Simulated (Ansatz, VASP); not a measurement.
## InP in VASP and in Ansatz

The input INCAR:

```
  PREC = Accurate
  ENCUT = 520
  EDIFF = 1E-7
  ISMEAR = -1
  SIGMA = 0.03
  LREAL = F
  LASPH = T
  NELM = 60
  ALGO = Normal
  ISIF = 2
  LWAVE = F
  LCHARG = F
  GGA = PE
  NBANDS = 16
```

The input KPOINTS:

```
Automatic mesh
0
Gamma
  11 11 11
```

The input POSCAR:

```
InP
1.0
    0.0000000000      2.8550000000      2.8550000000
    2.8550000000      0.0000000000      2.8550000000
    2.8550000000      2.8550000000      0.0000000000
In P
1 1
Direct
    0.0000000000      0.0000000000      0.0000000000
    0.5000000000      0.5000000000      0.5000000000
```

Input for Ansatz:

```yaml
crystal:
  lattice:
    - [0.0, 2.855, 2.855]
    - [2.855, 0.0, 2.855]
    - [2.855, 2.855, 0.0]
  atoms:
    - { symbol: In, position: [0.0, 0.0, 0.0] }
    - { symbol: P, position: [0.5, 0.5, 0.5] }
kpoints:
  mp_grid: { grid: [11, 11, 11] }
  band_path:
    path:
      - [0.0, 0.0, 0.0]
      - [0.5, 0.0, 0.5]
      - [0.625, 0.25, 0.625]
      - [0.375, 0.375, 0.75]
      - [0.0, 0.0, 0.0]
      - [0.5, 0.5, 0.5]
      - [0.5, 0.25, 0.75]
      - [0.5, 0.0, 0.5]
    npoints: 8
scf:
  occupations: { method: fermi_dirac, width: 0.03 }
hamiltonian:
  xc: pbe
  pseudopotentials: { kind: all_electron, lapw: { basis_error: 0.00025 } }
output:
  forces: true
  stress: true
  eigenvalues: true
  populations: true
  dos: { projected: true, de: 0.2, e_range: [-14, 8] }
```

Alike in both runs: task single point; functional PBE; k mesh 11 × 11 × 11; occupations fermi-dirac, width 0.03 eV; no spin polarisation.

```csv
,VASP,Ansatz
version,VASP 6.6.1,Ansatz 0.2.0
potentials or method,"VASP PAW PBE potentials, release 64 (In_d, P), cutoff 520 eV","all-electron LAPW, scalar-relativistic"
```

```csv
,VASP,Ansatz,Ansatz less VASP
pressure (GPa),-5.4,-5.4,+0.03
```

Ansatz ran all-electron here, and VASP with PAW potentials.
